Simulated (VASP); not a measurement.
Crystal: TiO2.

```
CELL_PARAMETERS angstrom
4.59685 0.00000 0.00000
0.00000 4.59685 0.00000
0.00000 0.00000 2.95350
ATOMIC_POSITIONS crystal
Ti 0.00000 0.00000 0.00000
Ti 0.50000 0.50000 0.50000
O 0.30464 0.30464 0.00000
O 0.19536 0.80464 0.50000
O 0.69536 0.69536 0.00000
O 0.80464 0.19536 0.50000
```

Base run:

| Item | Value |
| --- | --- |
| Program | VASP 6.6.1 |
| Functional | r2SCAN |
| Potentials or basis | VASP PAW PBE potentials, release 64 (Ti_sv, O) |
| Cutoff | 520 eV |
| k mesh | 6 × 6 × 8 |
| Occupations | gaussian, width 0.01 eV |
| Spin | no spin polarisation |

Its results: band gap on the k mesh 2.23 eV; pressure 1.3 GPa; largest force 0.038 eV/Å.

The run is repeated on the same cell with these changes: functional from r2SCAN to LDA; potentials or basis from VASP PAW PBE potentials, release 64 (Ti_sv, O) to VASP PAW LDA potentials, release 64 (Ti_sv, O). What comes out?

Band gap on the k mesh 1.78 eV; pressure -7.0 GPa; largest force 0.040 eV/Å.

Caveats: the PAW data sets were made with another functional, which shifts forces and pressure a little (at least some runs); the cell stands under tension (at least some runs).

A k mesh can miss the band edges.
